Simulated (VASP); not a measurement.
La2O3:

```
La O
1.0
     6.37027    0.00000    0.00000
    -3.18514    5.51682    0.00000
     0.00000    0.00000    3.28989
La O
2 3
Direct
  0.66667 0.33333 0.49810
  0.33333 0.66667 0.50190
  0.50461 0.00000 0.00000
  0.00000 0.50461 0.00000
  0.49539 0.49539 0.00000
```

Program: VASP 6.6.1. Alike in all runs: task single point; no spin polarisation; cell as given; k mesh 5 × 5 × 8; cutoff (eV) 520; smearing fermi-dirac 0.05 eV.

Order these runs on this cell by their pressure, lowest first.
A. level PBE; potentials or basis VASP PAW PBE potentials, release 64 (La, O)
B. level PBEsol; potentials or basis VASP PAW PBE potentials, release 64 (La, O)
C. level LDA; potentials or basis VASP PAW LDA potentials, release 64 (La, O)

C (-5.2 GPa), B (-3.3 GPa), A (-0.3 GPa).

Caveats: the PAW data sets were made with another functional, which shifts forces and pressure a little (some runs).
